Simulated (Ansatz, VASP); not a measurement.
## Two plane-wave programs on Si2GeN

```
Si Ge N
1.0
     2.96665    0.00000    0.00000
     0.00000    3.53277    0.00000
     0.00000    0.00000    5.69240
Si Ge N
2 1 1
Direct
  0.00000 0.50000 0.27085
  0.00000 0.50000 0.72915
  0.50000 0.50000 0.50000
  0.00000 0.00000 0.00000
```

Change from the starting cell: species swapped into the CuAgO2 type (Pmmm, No. 47).

Alike in both runs: task single point; functional PBE; k mesh 6 × 6 × 4; occupations gaussian, width 0.1 eV; no spin polarisation.

|  | VASP | Ansatz |
| --- | --- | --- |
| version | VASP 6.6.1 | Ansatz 0.2.0 |
| potentials or method | VASP PAW PBE potentials, release 64 (Si, Ge_d, N), cutoff 520 eV | scalar-relativistic, plane waves, PAW |
| valence electrons in the cell | 27 | 27 |

|  | VASP | Ansatz | Ansatz less VASP |
| --- | --- | --- | --- |
| gap on the k mesh at the Fermi level (eV) | none | none | - |
| rms of the force components (eV/Å) | 4.703 | 4.743 | +0.0396 |

Atom by atom the forces differ by 0.040 eV/Å (rms over components). A gap of «none» marks a metal or a gap that the smearing closes. The functional is the same, so the differences come from potentials, cutoffs and numerics.
